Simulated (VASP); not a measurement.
# SrScH6 (Pm) in VASP: further runs

The runs below take SrScH6 through single point, relaxation of cell and atoms, with PBE.

All numbers are computed with VASP 6.6.1; they aren't measurements. Logs are shortened: lines on timing, memory, paths and dates and some standing lists are left out, and cuts for length are marked.

**1. The cell of the first run**

It takes space group Pm (No. 6, monoclinic). Conventional cell: a = 3.675 Å, b = 3.637 Å, c = 5.458 Å, α = 90.00°, β = 91.71°, γ = 90.00°. Sr (site symmetry m) has 14 H at 2.39 to 3.26 Å within 3.3 Å. Within 2.7 Å of Sc (site symmetry m) lie 11 H at 2.04 to 2.30 Å. H (site symmetry m) has 2 Sc at 2.04 to 2.08 Å and 9 H at 2.06 to 2.72 Å and 2 Sr at 2.54 Å within 2.8 Å. Within 2.7 Å of H (site symmetry m) lie 1 Sc at 2.08 Å and 6 H at 2.13 to 2.63 Å and 4 Sr at 2.65 to 2.67 Å. H (site symmetry m) has 1 H at 0.98 Å within 1.3 Å. Within 2.9 Å of H (site symmetry m) lie 2 Sc at 2.09 to 2.30 Å and 9 H at 2.13 to 2.87 Å and 2 Sr at 2.39 Å. H (site symmetry m) has 6 H at 1.98 to 2.65 Å and 2 Sc at 2.16 Å and 2 Sr at 2.41 to 2.47 Å within 2.7 Å. H (site symmetry m) has 1 H at 0.98 Å within 1.3 Å.

**2. Single point, PBE**

INCAR

```
SYSTEM = SrScH6
PREC = Accurate
ENCUT = 520
EDIFF = 1E-7
ISMEAR = 0
SIGMA = 0.1
LREAL = .False.
LASPH = .True.
NELM = 80
ALGO = Normal
ISIF = 2
LWAVE = .False.
LCHARG = .True.
GGA = PE
LELF = .True.
LVHAR = .True.
NBANDS = 24
```

KPOINTS

```
regular mesh
0
Gamma
  6 6 4
  0 0 0
```

POSCAR

```
SrScH6
1.0
    3.6748693735      0.0000000000      0.0000000000
    0.0000000000      3.6373606323      0.0000000000
   -0.1625155028      0.0000000000      5.4559504941
Sr Sc H
1 1 6
Direct
    0.0452216865      0.5000000000      0.9493357110
    0.5210291184      0.0000000000      0.4530828568
    0.0356168687      0.0000000000      0.6236261190
    0.5355115555      0.0000000000      0.8334530711
    0.4870707761      0.5000000000      0.6305227077
    0.0464895771      0.0000000000      0.2337316735
    0.5698214501      0.5000000000      0.2429217148
    0.2592389676      0.5000000000      0.5333261460
```

Potentials or basis: VASP PAW PBE potentials, release 64 (Sr_sv, Sc_sv, H).

Launch:

```sh
$ cat potpaw_PBE.64/Sr_sv/POTCAR potpaw_PBE.64/Sc_sv/POTCAR potpaw_PBE.64/H/POTCAR > POTCAR
$ mpirun -np 1 vasp_std > vasp.out
```

OUTCAR:

```text
SYSTEM = SrScH6
   PREC = Accurate
   ENCUT = 520
   EDIFF = 1E-7
   ISMEAR = 0
   LREAL = .False.
   LASPH = .True.
   NELM = 80
   ISIF = 2
   GGA = PE

 ion  position               nearest neighbor table
   1  0.045  0.500  0.949-   6 2.39   6 2.39   7 2.41   5 2.42   8 2.43   7 2.47   3 2.54   3 2.54
                             4 2.65   4 2.65   5 2.65   4 2.67   4 2.67   2 3.69   2 3.69   2 3.74
   2  0.521  0.000  0.453-   3 2.04   5 2.07   5 2.07   4 2.08   3 2.08   6 2.09   8 2.11   8 2.11
                             1 3.69   1 3.69   1 3.74   1 3.74   1 3.75   1 3.75   1 3.86   1 3.86
   3  0.036  0.000  0.624-   2 2.04   2 2.08   1 2.54   1 2.54
   4  0.536  0.000  0.833-   2 2.08   1 2.65   1 2.65   1 2.67   1 2.67
   5  0.487  0.500  0.631-   2 2.07   2 2.07   1 2.42   1 2.65
   6  0.046  0.000  0.234-   2 2.09   1 2.39   1 2.39
   7  0.570  0.500  0.243-   1 2.41   1 2.47
   8  0.259  0.500  0.533-   2 2.11   2 2.11   1 2.43

  LATTYP: Found a simple monoclinic cell.
 ALAT       =     3.6748693735
 B/A-ratio  =     0.9897931770
 C/A-ratio  =     1.4853236439
 COS(beta)  =    -0.0297736306

  Lattice vectors:

 A1 = (   3.6748693735,   0.0000000000,   0.0000000000)
 A2 = (   0.0000000000,   3.6373606323,   0.0000000000)
 A3 = (  -0.1625155028,   0.0000000000,   5.4559504941)

Analysis of symmetry for initial positions (statically):
=====================================================================
 Subroutine PRICEL returns:
 Original cell was already a primitive cell.

 Routine SETGRP: Setting up the symmetry group for a
 simple monoclinic supercell.

 Subroutine GETGRP returns: Found  2 space group operations
 (whereof  2 operations were pure point group operations)
 out of a pool of  4 trial point group operations.

The static configuration has the point symmetry C_1h.

Analysis of symmetry for dynamics (positions and initial velocities):
=====================================================================
 Subroutine PRICEL returns:
 Original cell was already a primitive cell.

 Routine SETGRP: Setting up the symmetry group for a
 simple monoclinic supercell.

 Subroutine GETGRP returns: Found  2 space group operations
 (whereof  2 operations were pure point group operations)
 out of a pool of  4 trial point group operations.

The dynamic configuration has the point symmetry C_1h.

 Subroutine INISYM returns: Found  2 space group operations
 (whereof  2 operations are pure point group operations),
 and found     1 'primitive' translations

----------------------------------------------------------------------------------------

                                     Primitive cell

  volume of cell :      72.9287

  direct lattice vectors                    reciprocal lattice vectors
     3.674869373  0.000000000  0.000000000     0.272118516  0.000000000  0.008105550
     0.000000000  3.637360632  0.000000000     0.000000000  0.274924623  0.000000000
    -0.162515503  0.000000000  5.455950494     0.000000000  0.000000000  0.183286121

  length of vectors
     3.674869373  3.637360632  5.458370369     0.272239208  0.274924623  0.183286121

  position of ions in fractional coordinates (direct lattice)
     0.045221686  0.500000000  0.949335711
     0.521029118  0.000000000  0.453082857
     0.035616869  0.000000000  0.623626119
     0.535511556  0.000000000  0.833453071
     0.487070776  0.500000000  0.630522708
     0.046489577  0.000000000  0.233731674
     0.569821450  0.500000000  0.242921715
     0.259238968  0.500000000  0.533326146

  ion indices of the primitive-cell ions
   primitive index   ion index
                 1           1
                 2           2
                 3           3
                 4           4
                 5           5
                 6           6
                 7           7
                 8           8

----------------------------------------------------------------------------------------

 KPOINTS: regular mesh

Automatic generation of k-mesh.
 Grid dimensions read from file:
[... 46 lines left out ...]
   GGA     = PE    functional components
   LHFCALC =     F    Hartree Fock is set to
   AEXX    =    0.0000 exact exchange contribution
   IVDW    =     0    specifies the selected vdW correction
   LEPSILON=     F    determine dielectric tensor
   LRPA    =     F    only Hartree local field effects (RPA)
 non-spin polarized calculation
 Gauss-broadening in eV      SIGMA  =   0.10
  energy-cutoff  :      520.00
  volume of cell :       72.93
 maximum number of plane-waves:      1990
   NGX = 13   NGY = 13   NGZ = 21

 number of electron      26.9999996 magnetization

 Free energy of the ion-electron system (eV)
  ---------------------------------------------------
  ext. energy  EPLUGINS =         0.00000000
  ---------------------------------------------------
  free energy    TOTEN  =       -30.69252051 eV

  energy without entropy =      -30.68806469  energy(sigma->0) =      -30.69029260

 E-fermi :   3.1141     XC(G=0):  -9.7698

 val. band max:        3.0922851449   @ k =   0.5000   0.1667   0.5000
 cond. band min:       3.1257250972   @ k =   0.3333   0.1667   0.2500
 fundamental gap:      0.0334399522
 Fermi energy:         3.1140595123

 k-point     1 :       0.0000    0.0000    0.0000
  band No.  band energies     occupation
      1     -46.6253      2.00000
      2     -31.8987      2.00000
      3     -25.3327      2.00000
      4     -25.2996      2.00000
      5     -25.1125      2.00000
      6     -14.0915      2.00000
[... 16 lines left out ...]
     23       9.2459      0.00000
     24       9.9549      0.00000

 k-point     2 :       0.1667    0.0000   -0.0000
  band No.  band energies     occupation
      1     -46.6241      2.00000
      2     -31.8894      2.00000
      3     -25.3322      2.00000
      4     -25.2982      2.00000
      5     -25.1318      2.00000
      6     -14.0753      2.00000
[... 16 lines left out ...]
     23       8.8644      0.00000
     24       9.8000      0.00000
[... 565 lines left out ...]
     23       9.2941      0.00000
     24       9.6486      0.00000

 k-point    24 :       0.1667    0.1667    0.2500
  band No.  band energies     occupation
      1     -46.6223      2.00000
      2     -31.8792      2.00000
      3     -25.3331      2.00000
      4     -25.3231      2.00000
      5     -25.1294      2.00000
      6     -14.0674      2.00000
[... 16 lines left out ...]
     23       9.7546      0.00000
     24       9.8875      0.00000

 [... further k-points ...]

------------------------ aborting loop because EDIFF is reached ----------------------------------------

  FORCE on cell =-STRESS in cart. coord.  units (eV):
  Direction    XX          YY          ZZ          XY          YZ          ZX
  --------------------------------------------------------------------------------------
  -------------------------------------------------------------------------------------
  Total        0.0836661      0.0712480      1.0994719      0.0000000      0.0000000     -0.1283016
  in kB        1.8380684      1.5652522     24.1543866      0.0000000      0.0000000     -2.8186690
  external PRESSURE =       9.1859024 kB  Pullay stress =       0.0000000 kB

 VOLUME and BASIS-vectors are now :
 -----------------------------------------------------------------------------
  energy-cutoff  :      520.00
  volume of cell :       72.93
      direct lattice vectors                 reciprocal lattice vectors
     3.674869373  0.000000000  0.000000000     0.272118516  0.000000000  0.008105550
     0.000000000  3.637360632  0.000000000     0.000000000  0.274924623  0.000000000
    -0.162515503  0.000000000  5.455950494     0.000000000  0.000000000  0.183286121

 POSITION                                       TOTAL-FORCE (eV/Angst)
 -----------------------------------------------------------------------------------
      0.01190      1.81868      5.17953        -0.020504      0.000000     -0.009654
      1.84108      0.00000      2.47200         0.001256      0.000000      0.056573
      0.02954      0.00000      3.40247        -0.003292      0.000000      0.004010
      1.83249      0.00000      4.54728        -0.009295      0.000000     -0.008690
      1.68745      1.81868      3.44010        -0.005125      0.000000     -0.004570
      0.13286      0.00000      1.27523         0.008342      0.000000     -0.007118
      2.05454      1.81868      1.32537        -0.000748      0.000000     -0.038388
      0.86600      1.81868      2.90980         0.029365      0.000000      0.007837
 -----------------------------------------------------------------------------------
    total drift:                               -0.000105     -0.000000      0.000111

  FREE ENERGIE OF THE ION-ELECTRON SYSTEM (eV)
  ---------------------------------------------------
  free  energy   TOTEN  =       -30.6925205122 eV

  energy  without entropy=      -30.6880646901  energy(sigma->0) =      -30.69029260
```

Wall time 67 s (1 thread of Intel Xeon Platinum 8488C (Sapphire Rapids), shared host); peak memory 0.24 GiB.

Results:

* Free energy: -30.6925 eV
* Pressure: 0.9 GPa
* Largest force: 0.057 eV/Å
* Band gap on the k mesh: zero (an odd number of electrons rules out a gap without spin polarisation)

Forces on the atoms (eV/Å):
```
Sr  -0.021  0.000 -0.010
Sc   0.001  0.000  0.057
H   -0.003  0.000  0.004
H   -0.009  0.000 -0.009
H   -0.005  0.000 -0.005
H    0.008  0.000 -0.007
H   -0.001  0.000 -0.038
H    0.029  0.000  0.008
```

Levels at points of the mesh, in eV from the Fermi level:
```csv
k point,band 11,band 12,band 13,band 14,band 15,band 16
"(0.00, 0.00, 0.00)",-4.23,-3.83,-0.69,1.21,1.22,2.00
"(0.50, 0.00, 0.00)",-3.92,-3.46,-3.14,0.67,1.37,1.75
"(0.00, 0.50, 0.00)",-3.88,-3.67,-2.32,-0.32,1.64,1.85
"(0.50, 0.50, 0.00)",-3.97,-3.91,-3.65,-2.32,2.69,2.98
"(0.00, 0.00, 0.50)",-4.63,-2.58,-1.74,0.93,1.42,1.56
"(0.50, 0.00, 0.50)",-4.25,-4.03,-2.30,1.15,1.46,1.49
"(0.00, 0.50, 0.50)",-4.42,-3.88,-1.05,0.16,1.48,2.12
"(0.50, 0.50, 0.50)",-4.23,-3.72,-3.12,-1.90,0.90,2.73
```

Caveat: an odd number of electrons without spin polarisation forces a metal; a magnetic or distorted state may lie lower.

**3. Single point, PBE**

This run uses another cell than the first one, of 9.25 Å³/atom.

INCAR

```
SYSTEM = SrScH6
PREC = Accurate
ENCUT = 520
EDIFF = 1E-6
ISMEAR = 0
SIGMA = 0.1
LREAL = .FALSE.
LASPH = .TRUE.
NELM = 100
ALGO = Normal
ISIF = 2
LWAVE = .FALSE.
LCHARG = .TRUE.
GGA = PE
LELF = .TRUE.
LVHAR = .TRUE.
NBANDS = 24
```

KPOINTS

```
Automatic mesh
0
G
  6 6 4
  0 0 0
```

POSCAR

```
SrScH6
1.0
    3.6643813376      0.0000000000     -0.0039249453
    0.0000000000      3.6252799108      0.0000000000
   -0.1678789148      0.0000000000      5.5726950757
Sr Sc H
1 1 6
Direct
    0.0460648050      0.5000000000      0.9496361423
    0.5198100562      0.0000000000      0.4547823070
    0.0344073226      0.0000000000      0.6234485544
    0.5348418030      0.0000000000      0.8282108080
    0.4885469454      0.5000000000      0.6306138426
    0.0475424934      0.0000000000      0.2342318579
    0.5692015216      0.5000000000      0.2430660730
    0.2595850527      0.5000000000      0.5360104145
```

Potentials or basis: VASP PAW PBE potentials, release 64 (Sr_sv, Sc_sv, H).

Launch:

```sh
$ cat potpaw_PBE.64/Sr_sv/POTCAR potpaw_PBE.64/Sc_sv/POTCAR potpaw_PBE.64/H/POTCAR > POTCAR
$ mpirun -np 1 vasp_std > vasp.out
```

It took 63 s on 1 thread of Intel Xeon Platinum 8488C (Sapphire Rapids), shared host; peak memory 0.24 GiB.

It converged, with:

* Free energy: -30.7056 eV
* Pressure: 0.0 GPa
* Largest force: 0.032 eV/Å
* Band gap on the k mesh: zero (an odd number of electrons rules out a gap without spin polarisation)

Forces in eV/Å, atoms in the order of the input:
```
Sr  -0.018  0.000 -0.008
Sc   0.020  0.000  0.025
H    0.002  0.000 -0.018
H   -0.005  0.000  0.026
H    0.002  0.000 -0.017
H    0.007  0.000 -0.008
H   -0.010  0.000 -0.009
H    0.002  0.000  0.008
```

Levels at points of the mesh, in eV from the Fermi level:
```
           k point  band 9  band 10  band 11  band 12  band 13  band 14  band 15  band 16  band 17  band 18
(0.00, 0.00, 0.00)   -9.98    -5.53    -4.36    -3.83    -0.74     1.18     1.19     1.88     2.33     2.54
(0.50, 0.00, 0.00)   -9.01    -5.36    -4.00    -3.51    -3.22     0.68     1.34     1.72     2.95     3.11
(0.00, 0.50, 0.00)   -8.67    -5.85    -3.95    -3.76    -2.32    -0.33     1.59     1.81     2.78     3.48
(0.50, 0.50, 0.00)   -8.25    -4.66    -4.02    -3.91    -3.65    -2.34     2.66     2.86     3.19     3.80
(0.00, 0.00, 0.50)   -9.55    -6.23    -4.65    -2.68    -1.74     0.82     1.38     1.51     2.35     2.65
(0.50, 0.00, 0.50)   -9.07    -4.88    -4.27    -4.06    -2.44     1.15     1.45     1.46     2.13     2.52
(0.00, 0.50, 0.50)   -8.49    -6.06    -4.43    -3.91    -1.20     0.15     1.48     1.98     2.11     2.72
(0.50, 0.50, 0.50)   -8.26    -4.53    -4.26    -3.74    -3.20    -1.96     0.81     2.71     2.80     3.86
```

Caveat: an odd number of electrons without spin polarisation forces a metal; a magnetic or distorted state may lie lower.

**4. Relaxation of cell and atoms, PBE**

INCAR

```
SYSTEM = SrScH6
PREC = Accurate
ENCUT = 600
EDIFF = 1E-7
ISMEAR = 0
SIGMA = 0.1
LREAL = .FALSE.
LASPH = .TRUE.
NELM = 80
ALGO = Normal
ISIF = 3
LWAVE = .FALSE.
LCHARG = .FALSE.
GGA = PE
IBRION = 2
NSW = 90
EDIFFG = -0.04
```

KPOINTS is that of step 3.

POSCAR

```
SrScH6
1.0
    3.6748693735      0.0000000000      0.0000000000
    0.0000000000      3.6373606323      0.0000000000
   -0.1625155028      0.0000000000      5.4559504941
Sr Sc H
1 1 6
Direct
    0.0452216865      0.5000000000      0.9493357110
    0.5210291184      0.0000000000      0.4530828568
    0.0356168687      0.0000000000      0.6236261190
    0.5355115555      0.0000000000      0.8334530711
    0.4870707761      0.5000000000      0.6305227077
    0.0464895771      0.0000000000      0.2337316735
    0.5698214501      0.5000000000      0.2429217148
    0.2592389676      0.5000000000      0.5333261460
```

Launch:

```sh
$ cat potpaw_PBE.64/Sr_sv/POTCAR potpaw_PBE.64/Sc_sv/POTCAR potpaw_PBE.64/H/POTCAR > POTCAR
$ mpirun -np 1 vasp_std > vasp.out
```

Run time: 5.4 min. Hardware: 1 thread of Intel Xeon Platinum 8488C (Sapphire Rapids), shared host; peak memory 0.28 GiB.

The run converged. Its results:

| Quantity | Value |
| --- | --- |
| Free energy | -30.7074 eV |
| Relaxed volume | 9.27 Å³/atom |
| Relaxed cell | a = 3.669 Å, b = 3.631 Å, c = 5.572 Å, α = 90.00°, β = 91.90°, γ = 90.00° |
| Space group after relaxing (to 0.1 Å) | Pm (No. 6) |
| Energy gained by relaxing | 1.6 meV/atom |
| Ionic steps | 7 |
| Pressure after relaxing | 0.0 GPa |
| Largest force after relaxing | 0.031 eV/Å |
| Band gap on the k mesh | zero (an odd number of electrons rules out a gap without spin polarisation) |

Forces on the atoms (eV/Å):
```
Sr   0.004  0.000  0.005
Sc   0.006  0.000 -0.012
H   -0.008  0.000 -0.008
H   -0.002  0.000 -0.027
H    0.023  0.000  0.008
H    0.011  0.000  0.005
H   -0.008  0.000  0.013
H   -0.027  0.000  0.016
```

Stress tensor (GPa, compression positive):
```
0.01 0.00 0.06
0.00 0.02 0.00
0.06 0.00 0.03
```

The path:
```
step  energy change (eV)  largest force (eV/Å)  pressure (GPa)  volume (Å³)
   1              0.0000                0.0576            1.04        72.93
   2             -0.0069                0.0594            0.45        73.55
   3             -0.0105                0.0648           -0.44        74.57
   4             -0.0106                0.0633           -0.35        74.46
   5             -0.0119                0.0474           -0.13        74.32
   6             -0.0122                0.0434            0.02        74.23
   7             -0.0126                0.0311            0.02        74.20
```

Final structure:
```cif
data_structure
_symmetry_space_group_name_H-M 'P 1'
_symmetry_Int_Tables_number 1
_cell_length_a 3.6694
_cell_length_b 3.6310
_cell_length_c 5.5721
_cell_angle_alpha 90.000
_cell_angle_beta 91.897
_cell_angle_gamma 90.000
_cell_volume 74.20
loop_
_atom_site_label
_atom_site_type_symbol
_atom_site_fract_x
_atom_site_fract_y
_atom_site_fract_z
_atom_site_occupancy
Sr1 Sr 0.04470 0.50000 0.94961 1
Sc1 Sc 0.52034 0.00000 0.45535 1
H1 H 0.03513 0.00000 0.62302 1
H2 H 0.53497 0.00000 0.83141 1
H3 H 0.48693 0.50000 0.62961 1
H4 H 0.04800 0.00000 0.23385 1
H5 H 0.56913 0.50000 0.24245 1
H6 H 0.26079 0.50000 0.53469 1
```

Levels at points of the mesh, in eV from the Fermi level:
```csv
k point,band 9,band 10,band 11,band 12,band 13,band 14,band 15,band 16,band 17,band 18
"(0.00, 0.00, 0.00)",-10.00,-5.55,-4.33,-3.84,-0.75,1.18,1.18,1.90,2.31,2.54
"(0.50, 0.00, 0.00)",-9.05,-5.34,-3.96,-3.50,-3.23,0.68,1.32,1.71,2.93,3.09
"(0.00, 0.50, 0.00)",-8.71,-5.83,-3.93,-3.73,-2.34,-0.32,1.58,1.80,2.75,3.46
"(0.50, 0.50, 0.00)",-8.30,-4.65,-4.01,-3.90,-3.64,-2.31,2.64,2.85,3.23,3.78
"(0.00, 0.00, 0.50)",-9.57,-6.22,-4.65,-2.66,-1.73,0.83,1.37,1.50,2.33,2.64
"(0.50, 0.00, 0.50)",-9.11,-4.86,-4.25,-4.05,-2.45,1.14,1.45,1.45,2.14,2.51
"(0.00, 0.50, 0.50)",-8.53,-6.04,-4.42,-3.90,-1.19,0.16,1.47,1.99,2.09,2.70
"(0.50, 0.50, 0.50)",-8.31,-4.52,-4.25,-3.73,-3.18,-1.93,0.83,2.69,2.82,3.83
```

Caveat: an odd number of electrons without spin polarisation forces a metal; a magnetic or distorted state may lie lower.

**5. The runs side by side**

```tsv
task	cell	cutoff (eV)	gap on the mesh (eV)	pressure (GPa)	largest force (eV/Å)
single point	a = 3.675, b = 3.637, c = 5.458 Å, angles 90.0, 91.7, 90.0°, 8 atoms, atomic positions A	520	none	0.9	0.06
single point	a = 3.664, b = 3.625, c = 5.575 Å, angles 90.0, 91.8, 90.0°, 8 atoms, atomic positions B	520	none	0.0	0.03
relaxation of cell and atoms	relaxed from a = 3.675, b = 3.637, c = 5.458 Å, angles 90.0, 91.7, 90.0°, 8 atoms, atomic positions A	600	none	0.0	0.03
```

Alike in all rows: level PBE; potentials or basis VASP PAW PBE potentials, release 64 (Sr_sv, Sc_sv, H); no spin polarisation; k mesh 6 × 6 × 4; smearing gaussian 0.1 eV.

Caveats: an odd number of electrons without spin polarisation forces a metal; a magnetic or distorted state may lie lower.

Absolute energies hang on the potentials; compare differences alone.

The gap in the log of VASP goes by the Fermi energy; the results here count the filled bands.